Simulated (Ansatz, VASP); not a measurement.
## Ge: VASP beside Ansatz

```
Ge
1.0
     0.02270    2.83219    2.80949
     2.83219    0.02270    2.80949
     2.85489    2.85489    0.00000
Ge
2
Direct
  0.00114 0.00114 0.99886
  0.24886 0.24886 0.25114
```

Change from the starting cell: strained cell.

Alike in both runs: functional PBEsol; k mesh 12 × 12 × 12; occupations gaussian, width 0.1 eV; no spin polarisation.

Ansatz relaxed the structure, and its values are those at the end. VASP's run is a single point on that final structure, the one shown.

|  | VASP | Ansatz |
| --- | --- | --- |
| version | VASP 6.6.1 | Ansatz 0.2.0 |
| potentials or method | VASP PAW PBE potentials, release 64 (Ge_d), cutoff 500 eV | scalar-relativistic, plane waves, PAW |
| valence electrons in the cell | 28 | 28 |

Ansatz gave:

* gap on the k mesh at the Fermi level (eV): none
* pressure (GPa): 1.0

What did VASP give for the same quantities?

gap on the k mesh at the Fermi level (eV): none; pressure (GPa): 0.5.

VASP's potentials were made for PBE, not for PBEsol. A gap of «none» marks a metal or a gap that the smearing closes. With one functional, cell and mesh, what is left measures potentials, basis and numerics. Ansatz's warnings: stress scf threshold loose.
